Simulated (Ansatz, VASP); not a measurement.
**Two plane-wave programs on SrMg**

```
CELL_PARAMETERS angstrom
3.67004 0.00000 0.00000
0.00000 3.67004 0.00000
0.00000 0.00000 4.40405
ATOMIC_POSITIONS crystal
Sr 0.50000 0.50000 0.50000
Mg 0.00000 0.00000 0.00000
```

Alike in both runs: task single point; functional LDA; k mesh 14 × 14 × 14; occupations gaussian, width 0.15 eV; no spin polarisation.

|  | VASP | Ansatz |
| --- | --- | --- |
| version | VASP 6.6.1 | Ansatz 0.2.0 |
| potentials or method | VASP PAW LDA potentials, release 64 (Sr_sv, Mg), cutoff 520 eV | scalar-relativistic, plane waves, PAW |
| valence electrons in the cell | 12 | 20 |

Ansatz gave:

```
gap on the k mesh at the Fermi level (eV)                     : none
pressure (GPa)                                                : 3.3
traceless stress, the component that is largest in VASP (GPa) : -1.10
```

Q: Estimate VASP's values.

A: gap on the k mesh at the Fermi level (eV): none; pressure (GPa): 3.2; traceless stress, the component that is largest in VASP (GPa): -1.12.

LDA's correlation is that of Perdew and Zunger in VASP and of Perdew and Wang (1992) in Ansatz. A gap of «none» marks a metal or a gap that the smearing closes. VASP's potentials hold 12 valence electrons a cell and Ansatz's 20, so a difference there can come from the potentials and not from the codes.
